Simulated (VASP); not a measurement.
# ZnO (I4/mmm) in VASP: a series of runs, part 2 of 2

VASP 6.6.1. The steps go on from the part before.

**4. Single point, LDA (strain +0.050 along x and y, -0.025 along z)**

Input file INCAR:

```
SYSTEM = ZnO
PREC = Accurate
ENCUT = 520
EDIFF = 1E-6
ISMEAR = 0
SIGMA = 0.05
LREAL = .False.
LASPH = .True.
NELM = 100
ALGO = Normal
ISIF = 2
LWAVE = .False.
LCHARG = .False.
NBANDS = 16
```

Input file KPOINTS:

```
regular mesh
0
Gamma
  12 12 12
  0 0 0
```

Input file POSCAR:

```
ZnO
1.0
    0.0000000000      2.2779141000      2.1152059500
    2.2779141000      0.0000000000      2.1152059500
    2.2779141000      2.2779141000      0.0000000000
Zn O
1 1
Direct
    0.0000000000      0.0000000000      0.0000000000
    0.5000000000      0.5000000000      0.5000000000
```

Potentials or basis: VASP PAW LDA potentials, release 64 (Zn, O).

Launch:

```console
$ cat potpaw_LDA.64/Zn/POTCAR potpaw_LDA.64/O/POTCAR > POTCAR
$ mpirun -np 1 vasp_std > vasp.out
```

OUTCAR:

```text
SYSTEM = ZnO
   PREC = Accurate
   ENCUT = 520
   EDIFF = 1E-6
   ISMEAR = 0
   LREAL = .False.
   LASPH = .True.
   NELM = 100
   ISIF = 2

 ion  position               nearest neighbor table
   1  0.000  0.000  0.000-   2 2.12   2 2.12   2 2.28   2 2.28   2 2.28   2 2.28
   2  0.500  0.500  0.500-   1 2.12   1 2.12   1 2.28   1 2.28   1 2.28   1 2.28

  LATTYP: Found a body centered tetragonal cell.
 ALAT       =     3.2214570141
 C/A-ratio  =     1.3131983079

  Lattice vectors:

 A1 = (   0.0000000000,  -2.2779141000,  -2.1152059500)
 A2 = (   0.0000000000,   2.2779141000,  -2.1152059500)
 A3 = (   2.2779141000,   0.0000000000,   2.1152059500)

Analysis of symmetry for initial positions (statically):
=====================================================================
 Subroutine PRICEL returns:
 Original cell was already a primitive cell.

 Routine SETGRP: Setting up the symmetry group for a
 body centered tetragonal supercell.

 Subroutine GETGRP returns: Found 16 space group operations
 (whereof 16 operations were pure point group operations)
 out of a pool of 16 trial point group operations.

The static configuration has the point symmetry D_4h.

Analysis of symmetry for dynamics (positions and initial velocities):
=====================================================================
 Subroutine PRICEL returns:
 Original cell was already a primitive cell.

 Routine SETGRP: Setting up the symmetry group for a
 body centered tetragonal supercell.

 Subroutine GETGRP returns: Found 16 space group operations
 (whereof 16 operations were pure point group operations)
 out of a pool of 16 trial point group operations.

The dynamic configuration has the point symmetry D_4h.

 Subroutine INISYM returns: Found 16 space group operations
 (whereof 16 operations are pure point group operations),
 and found     1 'primitive' translations

----------------------------------------------------------------------------------------

                                     Primitive cell

  volume of cell :      21.9512

  direct lattice vectors                    reciprocal lattice vectors
     0.000000000  2.277914100  2.115205950    -0.219499058  0.219499058  0.236383601
     2.277914100  0.000000000  2.115205950     0.219499058 -0.219499058  0.236383601
     2.277914100  2.277914100  0.000000000     0.219499058  0.219499058 -0.236383601

  length of vectors
     3.108534841  3.108534841  3.221457014     0.390175448  0.390175448  0.390175448

  position of ions in fractional coordinates (direct lattice)
     0.000000000  0.000000000  0.000000000
     0.500000000  0.500000000  0.500000000

  ion indices of the primitive-cell ions
   primitive index   ion index
                 1           1
                 2           2

----------------------------------------------------------------------------------------

 KPOINTS: regular mesh

Automatic generation of k-mesh.
 Grid dimensions read from file:
 generate k-points for:   12   12   12

 Generating k-lattice:

  Cartesian coordinates                     Fractional coordinates (reciprocal lattice)
    -0.018291588  0.018291588  0.019698633     0.083333333  0.000000000  0.000000000
     0.018291588 -0.018291588  0.019698633     0.000000000  0.083333333  0.000000000
     0.018291588  0.018291588 -0.019698633     0.000000000  0.000000000  0.083333333

  Length of vectors
     0.032514621  0.032514621  0.032514621

  Shift w.r.t. Gamma in fractional coordinates (k-lattice)
     0.000000000  0.000000000  0.000000000

 Subroutine IBZKPT returns following result:
 ===========================================

 Found    163 irreducible k-points:

 Following reciprocal coordinates:
            Coordinates               Weight
  0.000000  0.000000  0.000000      1.000000
  0.083333 -0.000000  0.000000      8.000000
  0.166667 -0.000000  0.000000      8.000000
  0.250000 -0.000000  0.000000      8.000000
  0.333333 -0.000000  0.000000      8.000000
  0.416667 -0.000000  0.000000      8.000000
[... 16 lines left out ...]
  0.500000  0.166667  0.000000      8.000000
 -0.416667  0.166667  0.000000      8.000000
 [... further k-points ...]
   k-points           NKPTS =    163   k-points in BZ     NKDIM =    163   number of bands    NBANDS=     16
   number of dos      NEDOS =    301   number of ions     NIONS =      2
   total plane-waves  NPLWV =  13824
   dimension x,y,z NGX =    24 NGY =   24 NGZ =   24
   dimension x,y,z NGXF=    48 NGYF=   48 NGZF=   48
   ions per type =               1   1
   NGX,Y,Z   is equivalent  to a cutoff of  12.84, 12.84, 12.39 a.u.
   NGXF,Y,Z  is equivalent  to a cutoff of  25.67, 25.67, 24.77 a.u.
 SYSTEM =  ZnO
   PREC   = accura    normal or accurate (medium, high low for compatibility)
   ISTART =      0    job   : 0-new  1-cont  2-samecut
   ICHARG =      2    charge: 1-file 2-atom 10-const
   ISPIN  =      1    spin polarized calculation?
   LNONCOLLINEAR =      F non collinear calculations
   LSORBIT =      F    spin-orbit coupling
   LASPH  =      T    aspherical Exc in radial PAW
   ENCUT  =  520.0 eV  38.22 Ry    6.18 a.u.   5.78  5.78  5.99*2*pi/ulx,y,z
   NELM   =    100;   NELMIN=  2; NELMDL= -5     # of ELM steps
   EDIFF  = 0.1E-05   stopping-criterion for ELM
   LREAL  =      F    real-space projection
[... 7 lines left out ...]
   TEBEG  =    0.0;   TEEND  =   0.0 temperature during run
   PSTRESS=    0.0 pullay stress
   NELECT =      18.0000    total number of electrons
   NUPDOWN=      -1.0000    fix difference up-down
   EMIN   =  10.00;   EMAX   =-10.00  energy-range for DOS
   EFERMI =   0.00;   METHOD = LEGACY
   ISMEAR =     0;   SIGMA  =   0.05  broadening in eV -4-tet -1-fermi 0-gaus
   EFERMI_NEDOS =   21; number of points for ismear=-14 and -15
   IALGO  =     38    algorithm
   IMIX   =      4    mixing-type and parameters
     AMIX     =   0.40;   BMIX     =  1.00
     AMIX_MAG =   1.60;   BMIX_MAG =  1.00
  volume/ion in A,a.u.               =      10.98        74.07
  Fermi-wavevector in a.u.,A,eV,Ry     =   1.532310  2.895645 31.946113  2.347973
  Thomas-Fermi vector in A             =   2.639533
   LORBIT       =      0    0 simple, 1 ext, 2 COOP (PROOUT), +10 PAW based schemes
   GGA     = CA    functional components
   LHFCALC =     F    Hartree Fock is set to
   AEXX    =    0.0000 exact exchange contribution
   IVDW    =     0    specifies the selected vdW correction
   LEPSILON=     F    determine dielectric tensor
   LRPA    =     F    only Hartree local field effects (RPA)
 non-spin polarized calculation
 Gauss-broadening in eV      SIGMA  =   0.05
  energy-cutoff  :      520.00
  volume of cell :       21.95
 maximum number of plane-waves:       608
   NGX = 11   NGY = 11   NGZ = 11

 number of electron      17.9999991 magnetization

 Free energy of the ion-electron system (eV)
  ---------------------------------------------------
  ext. energy  EPLUGINS =         0.00000000
  ---------------------------------------------------
  free energy    TOTEN  =       -10.11662516 eV

  energy without entropy =      -10.11662512  energy(sigma->0) =      -10.11662514

 E-fermi :   1.6419     XC(G=0): -12.1564

 val. band max:        1.5004103718   @ k =   0.5000  -0.0000   0.0000
 cond. band min:       1.7713931956   @ k =   0.0000   0.0000   0.0000
 fundamental gap:      0.2709828239
 Fermi energy:         1.6419267333

 k-point     1 :       0.0000    0.0000    0.0000
  band No.  band energies     occupation
      1     -16.0525      2.00000
      2      -3.5020      2.00000
      3      -3.5020      2.00000
      4      -3.4270      2.00000
      5      -3.3717      2.00000
      6      -3.2643      2.00000
[... 8 lines left out ...]
     15      18.8127      0.00000
     16      19.1798      0.00000

 k-point     2 :       0.0833   -0.0000    0.0000
  band No.  band energies     occupation
      1     -15.9869      2.00000
      2      -3.5252      2.00000
      3      -3.5065      2.00000
      4      -3.4330      2.00000
      5      -3.4008      2.00000
      6      -3.3304      2.00000
[... 8 lines left out ...]
     15      19.2723      0.00000
     16      20.3118      0.00000
[... 387 lines left out ...]
      5      -3.2473      2.00000
      6      -3.0960      2.00000
[... 8 lines left out ...]
     15      23.8926      0.00000
     16      24.5622      0.00000

 k-point    24 :      -0.4167    0.1667    0.0000
  band No.  band energies     occupation
      1     -14.8750      2.00000
      2      -4.8394      2.00000
      3      -4.0339      2.00000
      4      -4.0116      2.00000
      5      -3.1915      2.00000
      6      -3.1344      2.00000
[... 8 lines left out ...]
     15      23.2866      0.00000
     16      23.4777      0.00000

 [... further k-points ...]

------------------------ aborting loop because EDIFF is reached ----------------------------------------

  FORCE on cell =-STRESS in cart. coord.  units (eV):
  Direction    XX          YY          ZZ          XY          YZ          ZX
  --------------------------------------------------------------------------------------
  -------------------------------------------------------------------------------------
  Total       -2.9107362     -2.9107362     -2.9285058      0.0000000     -0.0000000      0.0000000
  in kB     -212.4496835   -212.4496835   -213.7466530      0.0000000     -0.0000000      0.0000000
  external PRESSURE =    -212.8820067 kB  Pullay stress =       0.0000000 kB

 VOLUME and BASIS-vectors are now :
 -----------------------------------------------------------------------------
  energy-cutoff  :      520.00
  volume of cell :       21.95
      direct lattice vectors                 reciprocal lattice vectors
     0.000000000  2.277914100  2.115205950    -0.219499058  0.219499058  0.236383601
     2.277914100  0.000000000  2.115205950     0.219499058 -0.219499058  0.236383601
     2.277914100  2.277914100  0.000000000     0.219499058  0.219499058 -0.236383601

 POSITION                                       TOTAL-FORCE (eV/Angst)
 -----------------------------------------------------------------------------------
      0.00000      0.00000      0.00000        -0.000000      0.000000      0.000000
      2.27791      2.27791      2.11521         0.000000      0.000000      0.000000
 -----------------------------------------------------------------------------------
    total drift:                                0.000000     -0.000000     -0.000000

  FREE ENERGIE OF THE ION-ELECTRON SYSTEM (eV)
  ---------------------------------------------------
  free  energy   TOTEN  =       -10.1166251583 eV

  energy  without entropy=      -10.1166251166  energy(sigma->0) =      -10.11662514
```

OSZICAR:

```text
N       E                     dE             d eps       ncg     rms          rms(c)
DAV:   1     0.868677680918E+02    0.86868E+02   -0.96913E+03  5536   0.167E+03
DAV:   2    -0.689848730474E+01   -0.93766E+02   -0.84479E+02  5776   0.288E+02
DAV:   3    -0.115471935903E+02   -0.46487E+01   -0.46301E+01  6144   0.648E+01
DAV:   4    -0.115695679737E+02   -0.22374E-01   -0.22373E-01  6320   0.452E+00
DAV:   5    -0.115696426547E+02   -0.74681E-04   -0.74681E-04  6312   0.246E-01    0.825E+00
DAV:   6    -0.101912433522E+02    0.13784E+01   -0.28936E+00  8048   0.544E+01    0.558E+00
DAV:   7    -0.101459428353E+02    0.45301E-01   -0.51171E-01  6032   0.117E+01    0.298E+00
DAV:   8    -0.101202536745E+02    0.25689E-01   -0.11506E-01  5632   0.304E+00    0.504E-01
DAV:   9    -0.101166407760E+02    0.36129E-02   -0.73451E-03  7904   0.124E+00    0.123E-01
DAV:  10    -0.101166309464E+02    0.98296E-05   -0.12181E-03  5520   0.281E-01    0.555E-02
DAV:  11    -0.101166253969E+02    0.55495E-05   -0.21598E-05  6544   0.461E-02    0.434E-03
DAV:  12    -0.101166251583E+02    0.23860E-06   -0.17348E-06  4304   0.138E-02
   1 F= -.10116625E+02 E0= -.10116625E+02  d E =-.416744E-07
```

stdout:

```text
POSCAR found type information on POSCAR ZnO
 POSCAR found :  2 types and       2 ions
 scaLAPACK will be used
 LDA part: xc-table for (Slater(with rela. corr.)+CA(PZ))
 , standard interpolation
 POSCAR, INCAR and KPOINTS ok, starting setup
 FFT: planning ... GRIDC
 FFT: planning ... GRID_SOFT
 FFT: planning ... GRID
 WAVECAR not read
 entering main loop
```

Wall time 57 s (1 thread of Intel Xeon 8259CL, shared host); peak memory 0.17 GiB.

What came out:

```
Free energy            : -10.1166 eV
Pressure               : -21.3 GPa
Band gap on the k mesh : 0.27 eV (least direct gap 1.29 eV)
```

Caveat: the cell differs from its parent crystal (strain +0.050 along x and y, -0.025 along z); the cell stands under tension. A k mesh can miss the band edges.

**5. Single point, LDA (strain +0.050 along x and y, +0.000 along z)**

Input file INCAR:

```
SYSTEM = ZnO
  ALGO = Normal
  EDIFF = 1E-6
  ENCUT = 520
  GGA = CA
  ISIF = 2
  ISMEAR = 0
  LASPH = .True.
  LCHARG = .False.
  LREAL = .False.
  LWAVE = .False.
  NBANDS = 16
  NELM = 80
  PREC = Accurate
  SIGMA = 0.05
```

Input file KPOINTS:

```
k-points
0
Gamma
  12 12 12
  0 0 0
```

Input file POSCAR:

```
ZnO
1.0
    0.0000000000      2.2779141000      2.1694420000
    2.2779141000      0.0000000000      2.1694420000
    2.2779141000      2.2779141000      0.0000000000
Zn O
1 1
Direct
    0.0000000000      0.0000000000      0.0000000000
    0.5000000000      0.5000000000      0.5000000000
```

Launch:

```console
$ cat potpaw_LDA.64/Zn/POTCAR potpaw_LDA.64/O/POTCAR > POTCAR
$ mpirun -np 1 vasp_std > vasp.out
```

Run time: 54 s. Hardware: 1 thread of Intel Xeon 8259CL, shared host; peak memory 0.17 GiB.

It converged, with:

```yaml
Free_energy: -10.0357 eV
Pressure: -24.2 GPa
Band_gap_on_the_k_mesh: 0.19 eV (least direct gap 1.12 eV)
```

Stress tensor (GPa, compression positive):
```
-23.88   0.00   0.00
  0.00 -23.88   0.00
  0.00   0.00 -24.77
```

Levels at points of the mesh, in eV from the valence-band top:
| k point | band 7 | band 8 | band 9 | band 10 | band 11 | band 12 |
| --- | --- | --- | --- | --- | --- | --- |
| (0.00, 0.00, 0.00) | -1.20 | -0.93 | -0.93 | 0.19 | 16.69 | 16.69 |
| (0.50, 0.00, 0.00) | -3.69 | -0.20 | 0.00 | 5.00 | 7.69 | 11.30 |
| (0.50, 0.50, 0.00) | -4.24 | -2.33 | -2.33 | 3.34 | 10.04 | 10.42 |
| (0.50, 0.00, 0.50) | -4.31 | -2.43 | -1.98 | 3.33 | 9.38 | 10.98 |

Caveat: the cell differs from its parent crystal (strain +0.050 along x and y, +0.000 along z); the cell stands under tension. A k mesh can miss the band edges.

**6. Overview**

```csv
cell,gap on the mesh (eV),pressure (GPa)
"a = 3.032, b = 3.032, c = 3.145 Å, angles 58.8, 58.8, 62.5°, 2 atoms",0.57,-12.2
"a = 3.072, b = 3.072, c = 3.221 Å, angles 58.4, 58.4, 63.2°, 2 atoms",0.37,-17.5
"a = 3.109, b = 3.109, c = 3.221 Å, angles 58.8, 58.8, 62.4°, 2 atoms",0.27,-21.3
"a = 3.146, b = 3.146, c = 3.221 Å, angles 59.2, 59.2, 61.6°, 2 atoms",0.19,-24.2
```

Alike in all rows: task single point; level LDA; potentials or basis VASP PAW LDA potentials, release 64 (Zn, O); no spin polarisation; k mesh 12 × 12 × 12; cutoff (eV) 520; smearing gaussian 0.05 eV.

Caveats: the cell stands under tension.

Absolute energies hang on the potentials; compare differences alone.
